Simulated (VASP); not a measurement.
Set up this calculation in VASP 6.6.1, as the native input.

- Task: single point
- Functional: LDA
- Potentials or basis: VASP PAW LDA potentials, release 64 (Sr_sv, Ti_sv, O_h)
- Cutoff: 910 eV
- k mesh: 8 × 8 × 8
- Occupations: gaussian, width 0.02 eV
- Spin: no spin polarisation
- Dipole correction: no
- Further INCAR settings: ALGO = Normal; EDIFF = 1e-06; NBANDS = 28

The structure of SrTiO3 lies in POSCAR:

```
SrTiO3
1.0
    3.8547562035      0.0000000000      0.0000000000
    0.0000000000      3.8547562035      0.0000000000
    0.0000000000      0.0000000000      3.8547562035
Sr Ti O
1 1 3
Direct
    0.0000000000      0.0000000000      0.0000000000
    0.5000000000      0.5000000000      0.5000000000
    0.5000000000      0.0000000000      0.5000000000
    0.5000000000      0.5000000000      0.0000000000
    0.0000000000      0.5000000000      0.5000000000
```

These files were run (other wordings do the same):

INCAR

```
SYSTEM = SrTiO3
PREC = Accurate ; ENCUT = 910
EDIFF = 1E-6 ; ISMEAR = 0
SIGMA = 0.02 ; LREAL = .FALSE.
LASPH = .TRUE. ; NELM = 120
ALGO = Normal ; ISIF = 2
LWAVE = .FALSE. ; LCHARG = .FALSE.
NBANDS = 28 ; GGA_COMPAT = .FALSE.
```

KPOINTS

```
Automatic mesh
0
G
  8 8 8
  0 0 0
```

Potentials or basis: VASP PAW LDA potentials, release 64 (Sr_sv, Ti_sv, O_h).

Command:

```console
$ cat potpaw_LDA.64/Sr_sv/POTCAR potpaw_LDA.64/Ti_sv/POTCAR potpaw_LDA.64/O_h/POTCAR > POTCAR
$ mpirun -np 1 vasp_std > vasp.out
```

Results of the run:

```json
{
 "Pressure": "0.7 GPa",
 "Band gap on the k mesh": "1.82 eV (least direct gap 2.15 eV)"
}
```

Caveat: the cutoff is under 1.25 times the usual one of these potentials, so pressure, stress and relaxed cells hold a basis-set (Pulay) error.

Run time: 100 s on 1 thread of Intel(R) Xeon(R) Platinum 8488C (Sapphire Rapids) (shared host), peak memory 0.28 GiB.
